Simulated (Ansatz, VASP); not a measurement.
# PbSe in VASP and in Ansatz

```xyz
2
Lattice="0.0000 3.0606 3.0606 3.0606 0.0000 3.0606 3.0606 3.0606 0.0000" Properties=species:S:1:pos:R:3 pbc="T T T"
Pb    0.0000    0.0000    0.0000
Se    3.0606    3.0606    3.0606
```

Alike in both runs: task single point; functional PBE; k mesh 5 × 5 × 5; no spin polarisation.

```csv
,VASP,Ansatz
version,VASP 6.6.1,Ansatz 0.2.0
potentials or method,"VASP PAW PBE potentials, release 64 (Pb_d, Se)","plane waves, PAW"
plane-wave cutoff (eV),500,420
occupations,"gaussian, width 0.01 eV",fixed
valence electrons in the cell,20,30
```

|  | VASP | Ansatz | Ansatz less VASP |
| --- | --- | --- | --- |
| pressure (GPa) | 2.2 | 2.3 | +0.02 |

VASP's potentials hold 20 valence electrons a cell and Ansatz's 30, so a difference there can come from the potentials and not from the codes.

Neither program's run includes spin-orbit coupling.
